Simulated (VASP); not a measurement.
# Ni: single point with LDA

Ni:

```xyz
2
Lattice="2.7674 0.0000 0.0000 0.0000 2.7674 0.0000 0.0000 0.0000 2.7674" Properties=species:S:1:pos:R:3 pbc="T T T"
Ni    0.0000    0.0000    0.0000
Ni    1.3837    1.3837    1.3837
```

This isn't the form of Ni at room conditions, which is fcc.

```
Program                : VASP 6.6.1
Task                   : single point
Functional             : LDA
Potentials or basis    : VASP PAW LDA potentials, release 64 (Ni)
Cutoff                 : 520 eV
k mesh                 : 11 × 11 × 11
Occupations            : fermi-dirac, width 0.05 eV
Spin                   : non-collinear spin, typed start
Starting moments       : [[0.0, 0.0, 0.5], [0.0, 0.0, -0.5]] μB
Dipole correction      : no
Further INCAR settings : ALGO = Normal; EDIFF = 1e-06; NBANDS = 32
```

| Quantity | Value |
| --- | --- |
| Pressure | -11.8 GPa |
| Band gap on the k mesh | zero (bands 20 and 21 overlap by 0.56 eV) |
| Net moment | 0.00 μB per cell |
| Valence electrons inside the program's atomic spheres | Ni 9.37 |

Levels at points of the mesh, in eV from the Fermi level:
| k point | band 16 | band 17 | band 18 | band 19 | band 20 | band 21 | band 22 | band 23 | band 24 | band 25 |
| --- | --- | --- | --- | --- | --- | --- | --- | --- | --- | --- |
| (0.00, 0.00, 0.00) | -0.56 | 0.17 | 0.17 | 0.17 | 0.17 | 0.17 | 0.17 | 9.99 | 9.99 | 9.99 |

Moments on the atoms (μB; x, y, z):
```
Ni  0.00 0.00 0.00
Ni  0.00 0.00 0.00
```

Run time: 79 s on 1 thread of AMD EPYC 9R45 96-Core Processor (Zen 5), on a shared host, peak memory 0.22 GiB.

Caveat: the cell stands under tension.
